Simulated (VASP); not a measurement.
# MgI (F-43m) in VASP: a series of runs, part 2 of 2

VASP 6.6.1. The steps go on from the part before.

## 3. Relaxation of cell and atoms, PBE

The input, INCAR:

```
SYSTEM = MgI
  PREC = Accurate
  ENCUT = 600
  EDIFF = 1E-6
  ISMEAR = 0
  SIGMA = 0.1
  LREAL = .False.
  LASPH = .True.
  NELM = 100
  ALGO = Normal
  ISIF = 3
  LWAVE = .False.
  LCHARG = .False.
  GGA = PE
  IBRION = 2
  NSW = 100
  EDIFFG = -0.01
```

The input, KPOINTS:

```
regular mesh
0
Gamma
  14 14 14
  0 0 0
```

The input, POSCAR:

```
MgI
1.0
    0.0000000000      3.6327301098      3.6327301098
    3.6327301098      0.0000000000      3.6327301098
    3.6327301098      3.6327301098      0.0000000000
Mg I
1 1
Direct
    0.0000000000      0.0000000000      0.0000000000
    0.7500000000      0.7500000000      0.7500000000
```

Potentials or basis: VASP PAW PBE potentials, release 64 (Mg, I).

Started as:

```sh
> cat potpaw_PBE.64/Mg/POTCAR potpaw_PBE.64/I/POTCAR > POTCAR
> mpirun -np 1 vasp_std > vasp.out
```

OUTCAR:

```text
SYSTEM = MgI
   PREC = Accurate
   ENCUT = 600
   EDIFF = 1E-6
   ISMEAR = 0
   LREAL = .False.
   LASPH = .True.
   NELM = 100
   ISIF = 3
   GGA = PE
   IBRION = 2
   NSW = 100
   EDIFFG = -0.01

 ion  position               nearest neighbor table
   1  0.000  0.000  0.000-   2 3.15   2 3.15   2 3.15   2 3.15
   2  0.750  0.750  0.750-   1 3.15   1 3.15   1 3.15   1 3.15

  LATTYP: Found a face centered cubic cell.
 ALAT       =     7.2654602196

  Lattice vectors:

 A1 = (   0.0000000000,   3.6327301098,   3.6327301098)
 A2 = (   3.6327301098,   0.0000000000,   3.6327301098)
 A3 = (   3.6327301098,   3.6327301098,   0.0000000000)

Analysis of symmetry for initial positions (statically):
=====================================================================
 Subroutine PRICEL returns:
 Original cell was already a primitive cell.

 Routine SETGRP: Setting up the symmetry group for a
 face centered cubic supercell.

 Subroutine GETGRP returns: Found 24 space group operations
 (whereof 24 operations were pure point group operations)
 out of a pool of 48 trial point group operations.

The static configuration has the point symmetry T_d .

Analysis of symmetry for dynamics (positions and initial velocities):
=====================================================================
 Subroutine PRICEL returns:
 Original cell was already a primitive cell.

 Routine SETGRP: Setting up the symmetry group for a
 face centered cubic supercell.

 Subroutine GETGRP returns: Found 24 space group operations
 (whereof 24 operations were pure point group operations)
 out of a pool of 48 trial point group operations.

The dynamic configuration has the point symmetry T_d .

 Subroutine INISYM returns: Found 24 space group operations
[... 117 lines left out ...]
     AMIX_MAG =   1.60;   BMIX_MAG =  1.00
  volume/ion in A,a.u.               =      47.94       323.52
  Fermi-wavevector in a.u.,A,eV,Ry     =   0.744011  1.405976  7.531532  0.553552
  Thomas-Fermi vector in A             =   1.839262
   LORBIT       =      0    0 simple, 1 ext, 2 COOP (PROOUT), +10 PAW based schemes
   GGA     = PE    functional components
   LHFCALC =     F    Hartree Fock is set to
   AEXX    =    0.0000 exact exchange contribution
   IVDW    =     0    specifies the selected vdW correction
   LEPSILON=     F    determine dielectric tensor
   LRPA    =     F    only Hartree local field effects (RPA)
 conjugate gradient relaxation of ions
 non-spin polarized calculation
 Gauss-broadening in eV      SIGMA  =   0.10
  energy-cutoff  :      600.00
  volume of cell :       95.88
 maximum number of plane-waves:      3250
 NGX is ok and might be reduce to    42
   NGX = 21   NGY = 21   NGZ = 21

 number of electron       9.0000001 magnetization

 Free energy of the ion-electron system (eV)
  ---------------------------------------------------
  ext. energy  EPLUGINS =         0.00000000
  ---------------------------------------------------
  free energy    TOTEN  =        -3.36017037 eV

  energy without entropy =       -3.35206286  energy(sigma->0) =       -3.35611662

 E-fermi :   2.4104     XC(G=0):  -6.6567

 val. band max:        2.3932340792   @ k =  -0.4286   0.2143   0.0714
 cond. band min:       2.4104546277   @ k =   0.4286   0.2857   0.0714
 fundamental gap:      0.0172205485
 Fermi energy:         2.4104128351

 k-point     1 :       0.0000    0.0000    0.0000
  band No.  band energies     occupation
      1     -11.9672      2.00000
      2      -1.6283      2.00000
      3      -1.6283      2.00000
      4      -1.6283      2.00000
      5       0.4738      2.00000
      6       4.7280      0.00000
      7       4.7280      0.00000
      8       4.7280      0.00000
[... 243 lines left out ...]
 k-point    24 :       0.2857    0.1429    0.0000
  band No.  band energies     occupation
      1     -11.8991      2.00000
      2      -2.5384      2.00000
      3      -1.8155      2.00000
      4      -1.8149      2.00000
      5       1.7594      2.00000
      6       3.9874      0.00000
      7       5.1325      0.00000
      8       5.2765      0.00000

 [... further k-points ...]

------------------------ aborting loop because EDIFF is reached ----------------------------------------

  FORCE on cell =-STRESS in cart. coord.  units (eV):
  Direction    XX          YY          ZZ          XY          YZ          ZX
  --------------------------------------------------------------------------------------
  -------------------------------------------------------------------------------------
  Total       -0.0037993     -0.0037993     -0.0037993     -0.0000000     -0.0000000     -0.0000000
  in kB       -0.0634874     -0.0634874     -0.0634874     -0.0000000     -0.0000000     -0.0000000
  external PRESSURE =      -0.0634874 kB  Pullay stress =       0.0000000 kB

 VOLUME and BASIS-vectors are now :
 -----------------------------------------------------------------------------
  energy-cutoff  :      600.00
  volume of cell :       95.88
      direct lattice vectors                 reciprocal lattice vectors
     0.000000000  3.632730110  3.632730110    -0.137637530  0.137637530  0.137637530
     3.632730110  0.000000000  3.632730110     0.137637530 -0.137637530  0.137637530
     3.632730110  3.632730110  0.000000000     0.137637530  0.137637530 -0.137637530

 POSITION                                       TOTAL-FORCE (eV/Angst)
 -----------------------------------------------------------------------------------
      0.00000      0.00000      0.00000        -0.000000     -0.000000     -0.000000
      5.44910      5.44910      5.44910         0.000000      0.000000      0.000000
 -----------------------------------------------------------------------------------
    total drift:                                0.000000      0.000000      0.000000

  FREE ENERGIE OF THE ION-ELECTRON SYSTEM (eV)
  ---------------------------------------------------
  free  energy   TOTEN  =        -3.3601703734 eV

  energy  without entropy=       -3.3520628616  energy(sigma->0) =       -3.35611662

 reached required accuracy - stopping structural energy minimisation
```

OSZICAR:

```text
N       E                     dE             d eps       ncg     rms          rms(c)
DAV:   1     0.382841386526E+02    0.38284E+02   -0.32589E+03  1664   0.863E+02
DAV:   2    -0.953483830055E+00   -0.39238E+02   -0.38594E+02  2248   0.979E+01
DAV:   3    -0.342423102788E+01   -0.24707E+01   -0.24686E+01  1776   0.352E+01
DAV:   4    -0.346424207418E+01   -0.40011E-01   -0.40009E-01  2680   0.569E+00
DAV:   5    -0.346437061159E+01   -0.12854E-03   -0.12854E-03  1896   0.275E-01    0.783E+00
DAV:   6    -0.337437253479E+01    0.89998E-01   -0.20141E-01  1840   0.197E+00    0.471E+00
DAV:   7    -0.336156826241E+01    0.12804E-01   -0.17181E-01  2040   0.185E+00    0.472E-01
DAV:   8    -0.335996057178E+01    0.16077E-02   -0.20817E-02  1728   0.727E-01    0.199E-01
DAV:   9    -0.336021739422E+01   -0.25682E-03   -0.26398E-03  2080   0.315E-01    0.872E-02
DAV:  10    -0.336014222785E+01    0.75166E-04   -0.25664E-04  2040   0.802E-02    0.461E-02
DAV:  11    -0.336017006724E+01   -0.27839E-04   -0.13126E-04  1752   0.612E-02    0.507E-02
DAV:  12    -0.336017037341E+01   -0.30618E-06   -0.40905E-06  1912   0.135E-02
   1 F= -.33601704E+01 E0= -.33561166E+01  d E =-.336017E+01
```

Wall time 49 s (1 thread of AMD EPYC 9R45 (Zen 5), shared host); peak memory 0.31 GiB.

What came out:

* Free energy: -3.3602 eV
* Pressure after relaxing: 0.0 GPa

Final structure:
```xyz
2
Lattice="0.0000 3.6327 3.6327 3.6327 0.0000 3.6327 3.6327 3.6327 0.0000" Properties=species:S:1:pos:R:3 pbc="T T T"
Mg    0.0000    0.0000    0.0000
I     5.4491    5.4491    5.4491
```

Levels at points of the mesh, in eV from the Fermi level:
```tsv
k point	band 2	band 3	band 4	band 5	band 6	band 7	band 8
(0.00, 0.00, 0.00)	-4.04	-4.04	-4.04	-1.94	2.32	2.32	2.32
(0.50, 0.00, 0.00)	-5.51	-4.21	-4.21	-0.56	2.52	2.52	2.75
(0.50, 0.50, 0.00)	-5.47	-4.51	-4.51	0.19	0.46	4.05	4.51
```

Caveat: the relaxation stopped at its first step, so nothing moved; spin-orbit coupling is left out, which moves the levels of the heavy elements; an odd number of electrons without spin polarisation forces a metal; a magnetic or distorted state may lie lower.

## 4. Single point, PBE

This run uses another cell than the first one, of 36.76 Å³/atom, 0.767 times its volume.

The input, INCAR:

```
  PREC = Accurate
  ENCUT = 520
  EDIFF = 1E-6
  ISMEAR = 0
  SIGMA = 0.1
  LREAL = F
  LASPH = T
  NELM = 100
  ALGO = Normal
  ISIF = 2
  LWAVE = F
  LCHARG = F
  GGA = PE
  NBANDS = 12
```

The input, KPOINTS:

```
regular mesh
0
Gamma
  4 4 4
```

The input, POSCAR:

```
MgI
1.0
    0.0000000000      3.3251422000      3.3251422000
    3.3251422000      0.0000000000      3.3251422000
    3.3251422000      3.3251422000      0.0000000000
Mg I
1 1
Direct
    0.0000000000      0.0000000000      0.0000000000
    0.7500000000      0.7500000000      0.7500000000
```

Started as:

```sh
> cat potpaw_PBE.64/Mg/POTCAR potpaw_PBE.64/I/POTCAR > POTCAR
> mpirun -np 1 vasp_std > vasp.out
```

It took 5.6 s on 1 thread of AMD EPYC 9R45 (Zen 5), shared host; peak memory 0.17 GiB.

The run converged. Its results:

```
Free energy : -3.1504 eV
Pressure    : 3.3 GPa
```

Levels at points of the mesh, in eV from the Fermi level:
| k point | band 3 | band 4 | band 5 | band 6 | band 7 | band 8 |
| --- | --- | --- | --- | --- | --- | --- |
| (0.00, 0.00, 0.00) | -4.93 | -4.93 | -2.08 | 1.92 | 1.92 | 1.92 |
| (0.50, 0.00, 0.00) | -5.18 | -5.18 | -0.72 | 2.02 | 2.02 | 2.93 |
| (0.50, 0.50, 0.00) | -5.65 | -5.65 | -0.54 | -0.05 | 4.55 | 5.16 |

Caveat: the k points lie up to 0.41 Å⁻¹ apart; spin-orbit coupling is left out, which moves the levels of the heavy elements; an odd number of electrons without spin polarisation forces a metal; a magnetic or distorted state may lie lower.

## 5. Single point, PBE

The input, INCAR:

```
PREC = Accurate
ENCUT = 600
EDIFF = 1E-6
ISMEAR = 0
SIGMA = 0.1
LREAL = False
LASPH = True
NELM = 120
ALGO = Normal
ISIF = 2
LWAVE = False
LCHARG = False
GGA = PE
NBANDS = 12
GGA_COMPAT = False
```

The input, KPOINTS:

```
Automatic mesh
0
Gamma
  14 14 14
```

The input, POSCAR:

```
MgI
1.0
    0.0000000000      3.6327301098      3.6327301098
    3.6327301098      0.0000000000      3.6327301098
    3.6327301098      3.6327301098      0.0000000000
Mg I
1 1
Direct
    0.0000000000      0.0000000000      0.0000000000
    0.7500000000      0.7500000000      0.7500000000
```

Started as:

```sh
> cat potpaw_PBE.64/Mg/POTCAR potpaw_PBE.64/I/POTCAR > POTCAR
> mpirun -np 1 vasp_std > vasp.out
```

Run time: 4.7 min. Hardware: 1 thread of Intel Xeon 8259CL, shared host; peak memory 0.37 GiB.

Results (log left out):

- Free energy: -3.3602 eV
- Pressure: 0.0 GPa

Levels at points of the mesh, in eV from the Fermi level:
```
           k point  band 3  band 4  band 5  band 6  band 7  band 8
(0.00, 0.00, 0.00)   -4.04   -4.04   -1.94    2.32    2.32    2.32
(0.50, 0.00, 0.00)   -4.21   -4.21   -0.56    2.52    2.52    2.75
(0.50, 0.50, 0.00)   -4.51   -4.51    0.19    0.46    4.05    4.51
```

Caveat: spin-orbit coupling is left out, which moves the levels of the heavy elements; an odd number of electrons without spin polarisation forces a metal; a magnetic or distorted state may lie lower.

## 6. The runs side by side

```tsv
task	cell	k mesh	cutoff (eV)	gap on the mesh (eV)	pressure (GPa)
single point	a = 5.137 Å, angles 60.0°, 2 atoms	14 × 14 × 14	520	none	0.0
relaxation of cell and atoms	relaxed from a = 5.137 Å, angles 60.0°, 2 atoms	14 × 14 × 14	600	none	0.0
single point	a = 4.702 Å, angles 60.0°, 2 atoms	4 × 4 × 4	520	none	3.3
single point	a = 5.137 Å, angles 60.0°, 2 atoms	14 × 14 × 14	600	none	0.0
```

Alike in all rows: level PBE; potentials or basis VASP PAW PBE potentials, release 64 (Mg, I); no spin polarisation; smearing gaussian 0.1 eV.

Caveats: some runs use coarse meshes; spin-orbit coupling is left out, which moves the levels of the heavy elements; an odd number of electrons without spin polarisation forces a metal; a magnetic or distorted state may lie lower; the relaxation stopped at its first step, so nothing moved (some runs).

Total energies depend on the potentials used, so only differences within one code and one set of settings carry meaning.
